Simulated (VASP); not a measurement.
# GaN (P6_3mc) in VASP: a series of runs

GaN is run at these levels: LDA; tasks: single point, relaxation of cell and atoms.

Program: VASP 6.6.1. These are calculated values, not measurements. Logs are shortened: lines on timing, memory, paths and dates and some standing lists are left out, and cuts for length are marked.

### Step 1. The cell of the first run

Symmetry: P6_3mc, No. 186, hexagonal system. The conventional cell has a = 3.152 Å, b = 3.152 Å, c = 5.138 Å, α = 90.00°, β = 90.00°, γ = 120.00°. Within 2.6 Å of Ga (site symmetry 3m) lie 4 N at 1.93 Å. Within 2.6 Å of N (site symmetry 3m) lie 4 Ga at 1.93 Å.

### Step 2. Single point, LDA

The input, INCAR:

```
ALGO     = Normal         # electronic algorithm
EDIFF    = 1E-6           # SCF threshold, eV
ENCUT    = 910            # plane-wave cutoff, eV
GGA      = CA             # functional
GGA_COMPAT= F            
ISIF     = 2              # what is computed and relaxed
ISMEAR   = -1             # smearing method
LASPH    = T              # aspherical terms in the spheres
LCHARG   = T              # write CHGCAR
LELF     = T              # ELF
LREAL    = F              # projectors in reciprocal space
LVHAR    = T            
LWAVE    = F              # write WAVECAR
NBANDS   = 26             # bands
NELM     = 120            # most SCF steps
PREC     = Accurate       # precision mode
SIGMA    = 0.1            # smearing width, eV
```

The input, KPOINTS:

```
k-points
0
Gamma
  14 14 8
```

The input, POSCAR:

```
GaN
1.0
    3.1518145789      0.0000000000      0.0000000000
   -1.5759072894      2.7295514933      0.0000000000
    0.0000000000      0.0000000000      5.1383977941
Ga N
2 2
Direct
    0.3333333333      0.6666666667     -0.0007042243
    0.6666666667      0.3333333333      0.4992957757
    0.3333333333      0.6666666667      0.3757042243
    0.6666666667      0.3333333333      0.8757042243
```

Potentials or basis: VASP PAW LDA potentials, release 64 (Ga_d, N_h).

On the command line:

```
$ cat potpaw_LDA.64/Ga_d/POTCAR potpaw_LDA.64/N_h/POTCAR > POTCAR
$ mpirun -np 1 vasp_std > vasp.out
```

OUTCAR:

```text
EDIFF = 1E-6
   ENCUT = 910
   GGA = CA
   ISIF = 2
   ISMEAR = -1
   LASPH = T
   LREAL = F
   NELM = 120
   PREC = Accurate

 ion  position               nearest neighbor table
   1  0.333  0.667  0.999-   4 1.93   4 1.93   4 1.93   3 1.93
   2  0.667  0.333  0.499-   3 1.93   3 1.93   3 1.93   4 1.93
   3  0.333  0.667  0.376-   2 1.93   2 1.93   2 1.93   1 1.93
   4  0.667  0.333  0.876-   1 1.93   1 1.93   1 1.93   2 1.93

  LATTYP: Found a hexagonal cell.
 ALAT       =     3.1518145789
 C/A-ratio  =     1.6302982506

  Lattice vectors:

 A1 = (   3.1518145789,   0.0000000000,   0.0000000000)
 A2 = (  -1.5759072894,   2.7295514933,   0.0000000000)
 A3 = (   0.0000000000,   0.0000000000,   5.1383977941)

Analysis of symmetry for initial positions (statically):
=====================================================================
 Subroutine PRICEL returns:
 Original cell was already a primitive cell.

 Routine SETGRP: Setting up the symmetry group for a
 hexagonal supercell.

 Subroutine GETGRP returns: Found 12 space group operations
 (whereof  6 operations were pure point group operations)
 out of a pool of 24 trial point group operations.

The static configuration has the point symmetry C_3v.
 The point group associated with its full space group is C_6v.

Analysis of symmetry for dynamics (positions and initial velocities):
=====================================================================
 Subroutine PRICEL returns:
 Original cell was already a primitive cell.

 Routine SETGRP: Setting up the symmetry group for a
 hexagonal supercell.

 Subroutine GETGRP returns: Found 12 space group operations
 (whereof  6 operations were pure point group operations)
 out of a pool of 24 trial point group operations.

The dynamic configuration has the point symmetry C_3v.
 The point group associated with its full space group is C_6v.

 Subroutine INISYM returns: Found 12 space group operations
 (whereof  6 operations are pure point group operations),
 and found     1 'primitive' translations

----------------------------------------------------------------------------------------

                                     Primitive cell

  volume of cell :      44.2058

  direct lattice vectors                    reciprocal lattice vectors
     3.151814579  0.000000000  0.000000000     0.317277548  0.183180277  0.000000000
    -1.575907289  2.729551493  0.000000000     0.000000000  0.366360555  0.000000000
     0.000000000  0.000000000  5.138397794     0.000000000  0.000000000  0.194613193

  length of vectors
     3.151814579  3.151814579  5.138397794     0.366360555  0.366360555  0.194613193

  position of ions in fractional coordinates (direct lattice)
     0.333333333  0.666666667  0.999295776
     0.666666667  0.333333333  0.499295776
     0.333333333  0.666666667  0.375704224
     0.666666667  0.333333333  0.875704224

  ion indices of the primitive-cell ions
   primitive index   ion index
                 1           1
                 2           2
                 3           3
                 4           4

----------------------------------------------------------------------------------------

 KPOINTS: k-points

Automatic generation of k-mesh.
 Grid dimensions read from file:
 generate k-points for:   14   14    8

 Generating k-lattice:

  Cartesian coordinates                     Fractional coordinates (reciprocal lattice)
     0.022662682  0.013084306  0.000000000     0.071428571  0.000000000  0.000000000
     0.000000000  0.026168611  0.000000000     0.000000000  0.071428571  0.000000000
     0.000000000  0.000000000  0.024326649     0.000000000  0.000000000  0.125000000

  Length of vectors
     0.026168611  0.026168611  0.024326649

  Shift w.r.t. Gamma in fractional coordinates (k-lattice)
     0.000000000  0.000000000  0.000000000

 Subroutine IBZKPT returns following result:
 ===========================================

 Found    120 irreducible k-points:

 Following reciprocal coordinates:
            Coordinates               Weight
  0.000000  0.000000  0.000000      1.000000
  0.071429 -0.000000  0.000000      6.000000
  0.142857 -0.000000  0.000000      6.000000
  0.214286  0.000000  0.000000      6.000000
  0.285714  0.000000  0.000000      6.000000
  0.357143  0.000000  0.000000      6.000000
[... 16 lines left out ...]
  0.285714  0.285714  0.000000      6.000000
  0.357143  0.285714  0.000000      6.000000
 [... further k-points ...]
   k-points           NKPTS =    120   k-points in BZ     NKDIM =    120   number of bands    NBANDS=     26
   number of dos      NEDOS =    301   number of ions     NIONS =      4
   total plane-waves  NPLWV =  55296
   dimension x,y,z NGX =    32 NGY =   32 NGZ =   54
   dimension x,y,z NGXF=    64 NGYF=   64 NGZF=  108
   ions per type =               2   2
   NGX,Y,Z   is equivalent  to a cutoff of  16.88, 16.88, 17.47 a.u.
   NGXF,Y,Z  is equivalent  to a cutoff of  33.76, 33.76, 34.94 a.u.
 SYSTEM =  unknown system
   PREC   = accura    normal or accurate (medium, high low for compatibility)
   ISTART =      0    job   : 0-new  1-cont  2-samecut
   ICHARG =      2    charge: 1-file 2-atom 10-const
   ISPIN  =      1    spin polarized calculation?
   LNONCOLLINEAR =      F non collinear calculations
   LSORBIT =      F    spin-orbit coupling
   LASPH  =      T    aspherical Exc in radial PAW
   ENCUT  =  910.0 eV  66.88 Ry    8.18 a.u.   7.75  7.75 12.64*2*pi/ulx,y,z
   NELM   =    120;   NELMIN=  2; NELMDL= -5     # of ELM steps
   EDIFF  = 0.1E-05   stopping-criterion for ELM
   LREAL  =      F    real-space projection
   EDIFFG = 0.1E-04   stopping-criterion for IOM
   NSW    =      0    number of steps for IOM
   IBRION =     -1    ionic relax: 0-MD 1-quasi-New 2-CG
   NFREE  =      0    steps in history (QN), initial steepest desc. (CG)
   ISIF   =      2    stress and relaxation
   ISYM   =      2    0-nonsym 1-usesym 2-fastsym
   POTIM  = 0.5000    time-step for ionic-motion
   TEBEG  =    0.0;   TEEND  =   0.0 temperature during run
   PSTRESS=    0.0 pullay stress
   NELECT =      36.0000    total number of electrons
   NUPDOWN=      -1.0000    fix difference up-down
   EMIN   =  10.00;   EMAX   =-10.00  energy-range for DOS
   EFERMI =   0.00;   METHOD = LEGACY
   ISMEAR =    -1;   SIGMA  =   0.10  broadening in eV -4-tet -1-fermi 0-gaus
   EFERMI_NEDOS =   21; number of points for ismear=-14 and -15
   IALGO  =     38    algorithm
   IMIX   =      4    mixing-type and parameters
     AMIX     =   0.40;   BMIX     =  1.00
     AMIX_MAG =   1.60;   BMIX_MAG =  1.00
  volume/ion in A,a.u.               =      11.05        74.58
  Fermi-wavevector in a.u.,A,eV,Ry     =   1.528794  2.889003 31.799708  2.337213
  Thomas-Fermi vector in A             =   2.636504
   LORBIT       =      0    0 simple, 1 ext, 2 COOP (PROOUT), +10 PAW based schemes
   GGA     = CA    functional components
   LHFCALC =     F    Hartree Fock is set to
   AEXX    =    0.0000 exact exchange contribution
   IVDW    =     0    specifies the selected vdW correction
   LEPSILON=     F    determine dielectric tensor
   LRPA    =     F    only Hartree local field effects (RPA)
 non-spin polarized calculation
  energy-cutoff  :      910.00
  volume of cell :       44.21
 maximum number of plane-waves:      2786
 NGX is ok and might be reduce to    32
   NGX = 15   NGY = 15   NGZ = 25

 number of electron      35.9999996 magnetization

 Free energy of the ion-electron system (eV)
  ---------------------------------------------------
  ext. energy  EPLUGINS =         0.00000000
  ---------------------------------------------------
  free energy    TOTEN  =       -27.91487362 eV

  energy without entropy =      -27.91487322  energy(sigma->0) =      -27.91487342

 E-fermi :   6.9935     XC(G=0): -12.3139

 val. band max:        5.7595285835   @ k =   0.0000   0.0000   0.0000
 cond. band min:       7.9065695752   @ k =   0.0000   0.0000   0.0000
 fundamental gap:      2.1470409917
 Fermi energy:         6.9934665103

 k-point     1 :       0.0000    0.0000    0.0000
  band No.  band energies     occupation
      1     -10.3822      2.00000
      2      -9.4013      2.00000
      3      -7.8281      2.00000
      4      -7.8107      2.00000
      5      -7.8107      2.00000
      6      -7.7436      2.00000
[... 18 lines left out ...]
     25      17.5403      0.00000
     26      17.5403      0.00000

 k-point     2 :       0.0714   -0.0000    0.0000
  band No.  band energies     occupation
      1     -10.3274      2.00000
      2      -9.3872      2.00000
      3      -7.8236      2.00000
      4      -7.8024      2.00000
      5      -7.7942      2.00000
      6      -7.7378      2.00000
[... 18 lines left out ...]
     25      17.2571      0.00000
     26      17.6601      0.00000

 k-point     3 :       0.1429   -0.0000    0.0000
  band No.  band energies     occupation
      1     -10.1736      2.00000
      2      -9.3510      2.00000
      3      -7.8037      2.00000
      4      -7.7810      2.00000
      5      -7.7492      2.00000
      6      -7.7141      2.00000
[... 18 lines left out ...]
     25      17.1119      0.00000
     26      17.9543      0.00000

 k-point     4 :       0.2143    0.0000    0.0000
  band No.  band energies     occupation
      1      -9.9550      2.00000
      2      -9.3069      2.00000
      3      -7.7780      2.00000
      4      -7.7560      2.00000
      5      -7.6989      2.00000
      6      -7.6558      2.00000
[... 18 lines left out ...]
     25      17.2586      0.00000
     26      18.3271      0.00000

 k-point     5 :       0.2857    0.0000    0.0000
  band No.  band energies     occupation
      1      -9.7274      2.00000
      2      -9.2691      2.00000
      3      -7.7600      2.00000
      4      -7.7381      2.00000
      5      -7.6623      2.00000
      6      -7.6062      2.00000
[... 18 lines left out ...]
     25      17.2129      0.00000
     26      18.7973      0.00000

 k-point     6 :       0.3571    0.0000    0.0000
  band No.  band energies     occupation
      1      -9.5481      2.00000
      2      -9.2442      2.00000
      3      -7.7548      2.00000
      4      -7.7308      2.00000
      5      -7.6414      2.00000
      6      -7.5753      2.00000
[... 427 lines left out ...]
 k-point    21 :       0.2857    0.2143    0.0000
  band No.  band energies     occupation
      1      -9.3929      2.00000
      2      -9.2345      2.00000
      3      -7.7924      2.00000
      4      -7.6656      2.00000
      5      -7.5929      2.00000
      6      -7.5823      2.00000
[... 18 lines left out ...]
     25      17.0455      0.00000
     26      19.4844      0.00000

 k-point    22 :       0.3571    0.2143    0.0000
  band No.  band energies     occupation
      1      -9.3366      2.00000
      2      -9.2364      2.00000
      3      -7.8010      2.00000
      4      -7.6589      2.00000
      5      -7.5769      2.00000
      6      -7.5724      2.00000
[... 18 lines left out ...]
     25      18.0322      0.00000
     26      18.9573      0.00000

 k-point    23 :       0.2857    0.2857    0.0000
  band No.  band energies     occupation
      1      -9.3224      2.00000
      2      -9.2409      2.00000
      3      -7.8085      2.00000
      4      -7.6239      2.00000
      5      -7.5791      2.00000
      6      -7.5749      2.00000
[... 18 lines left out ...]
     25      17.5899      0.00000
     26      19.1472      0.00000

 k-point    24 :       0.3571    0.2857    0.0000
  band No.  band energies     occupation
      1      -9.2898      2.00000
      2      -9.2521      2.00000
      3      -7.8142      2.00000
      4      -7.6092      2.00000
      5      -7.5696      2.00000
      6      -7.5649      2.00000
[... 18 lines left out ...]
     25      18.3825      0.00000
     26      18.5279      0.00000

 [... further k-points ...]

------------------------ aborting loop because EDIFF is reached ----------------------------------------

  FORCE on cell =-STRESS in cart. coord.  units (eV):
  Direction    XX          YY          ZZ          XY          YZ          ZX
  --------------------------------------------------------------------------------------
  -------------------------------------------------------------------------------------
  Total        0.3034043      0.3034043      0.3027791      0.0000000      0.0000000      0.0000000
  in kB       10.9964519     10.9964519     10.9737932      0.0000000      0.0000000      0.0000000
  external PRESSURE =      10.9888990 kB  Pullay stress =       0.0000000 kB

 VOLUME and BASIS-vectors are now :
 -----------------------------------------------------------------------------
  energy-cutoff  :      910.00
  volume of cell :       44.21
      direct lattice vectors                 reciprocal lattice vectors
     3.151814579  0.000000000  0.000000000     0.317277548  0.183180277  0.000000000
    -1.575907289  2.729551493  0.000000000     0.000000000  0.366360555  0.000000000
     0.000000000  0.000000000  5.138397794     0.000000000  0.000000000  0.194613193

 POSITION                                       TOTAL-FORCE (eV/Angst)
 -----------------------------------------------------------------------------------
     -0.00000      1.81970      5.13478         0.000000      0.000000      0.001143
      1.57591      0.90985      2.56558        -0.000000     -0.000000      0.001143
     -0.00000      1.81970      1.93052        -0.000000     -0.000000     -0.001143
      1.57591      0.90985      4.49972         0.000000      0.000000     -0.001143
 -----------------------------------------------------------------------------------
    total drift:                               -0.000000     -0.000000      0.000081

  FREE ENERGIE OF THE ION-ELECTRON SYSTEM (eV)
  ---------------------------------------------------
  free  energy   TOTEN  =       -27.9148736190 eV

  energy  without entropy=      -27.9148732205  energy(sigma->0) =      -27.91487342
```

Wall time 2.2 min (1 thread of Intel Xeon 6975P-C (Granite Rapids), shared host); peak memory 0.37 GiB.

Results:

```yaml
Free_energy: -27.9149 eV
Pressure: 1.1 GPa
Band_gap_on_the_k_mesh: 2.15 eV
```

Caveat: the cutoff is under 1.25 times the usual one of these potentials, so pressure, stress and relaxed cells hold a basis-set (Pulay) error.

### Step 3. Relaxation of cell and atoms, LDA, target pressure -2 GPa, at which the enthalpy is minimised

The input, INCAR:

```
SYSTEM = GaN
ALGO = Normal
EDIFF = 1E-6
EDIFFG = -0.002
ENCUT = 600
IBRION = 2
ISIF = 3
ISMEAR = 0
LASPH = .True.
LCHARG = .False.
LREAL = .False.
LWAVE = .False.
NELM = 60
NSW = 100
PREC = Accurate
PSTRESS = -20.0
SIGMA = 0.01
```

The input, KPOINTS:

```
k-points
0
Gamma
  8 8 4
  0 0 0
```

POSCAR is that of step 2.

Potentials or basis: VASP PAW LDA potentials, release 64 (Ga_d, N).

On the command line:

```
$ cat potpaw_LDA.64/Ga_d/POTCAR potpaw_LDA.64/N/POTCAR > POTCAR
$ mpirun -np 1 vasp_std > vasp.out
```

Run time: 1.8 min. Hardware: 1 thread of Intel Xeon Platinum 8488C (Sapphire Rapids), shared host; peak memory 0.17 GiB.

Results (log left out):

```
Free energy                                                : -27.9077 eV
Relaxed volume                                             : 11.22 Å³/atom
Relaxed cell                                               : a = 3.168 Å, b = 3.168 Å, c = 5.164 Å, α = 90.00°, β = 90.00°, γ = 120.00°
Space group after relaxing (to 0.1 Å)                      : P6_3mc (No. 186)
Energy change on relaxing (the run minimises the enthalpy) : +0.6 meV/atom
Ionic steps                                                : 14
Pressure after relaxing                                    : -2.0 GPa
Band gap on the k mesh                                     : 2.04 eV
```

Step by step:
```csv
step,energy change (eV),largest force (eV/Å),pressure (GPa),volume (Å³)
1,0.0000,0.0016,1.01,44.21
2,0.0164,0.0074,-4.66,45.55
3,0.0021,0.0031,-1.85,44.87
4,0.0026,0.0033,-2.15,44.91
5,0.0023,0.0032,-1.82,44.89
6,0.0024,0.0007,-2.14,44.90
7,0.0024,0.0016,-2.08,44.89
8,0.0023,0.0011,-1.97,44.89
9,0.0023,0.0014,-2.06,44.89
10,0.0023,0.0004,-2.06,44.89
11,0.0023,0.0003,-2.04,44.89
12,0.0023,0.0021,-2.05,44.89
13,0.0023,0.0024,-1.94,44.88
14,0.0023,0.0003,-2.01,44.89
```

Final structure:
```
Ga N
1.0
     3.16798    0.00000    0.00000
    -1.58399    2.74355    0.00000
     0.00000    0.00000    5.16449
Ga N
2 2
Direct
  0.33333 0.66667 0.99929
  0.66667 0.33333 0.49929
  0.33333 0.66667 0.37571
  0.66667 0.33333 0.87571
```

Levels at points of the mesh, in eV from the valence-band top:
| k point | band 14 | band 15 | band 16 | band 17 | band 18 | band 19 | band 20 | band 21 | band 22 |
| --- | --- | --- | --- | --- | --- | --- | --- | --- | --- |
| (0.00, 0.00, 0.00) | -1.06 | -1.06 | -0.05 | 0.00 | 0.00 | 2.04 | 4.28 | 9.13 | 9.81 |
| (0.50, 0.00, 0.00) | -5.40 | -4.34 | -2.83 | -2.30 | -1.03 | 4.96 | 5.58 | 5.95 | 8.59 |
| (0.00, 0.00, 0.50) | -3.89 | -0.55 | -0.55 | -0.55 | -0.55 | 4.31 | 4.31 | 8.39 | 8.39 |
| (0.50, 0.00, 0.50) | -6.77 | -2.01 | -2.01 | -1.96 | -1.96 | 4.34 | 4.34 | 7.72 | 7.72 |

Caveat: the cell is relaxed towards a set pressure, so the run minimises the enthalpy, not the energy.

(Part 1 of 3 ends here.)
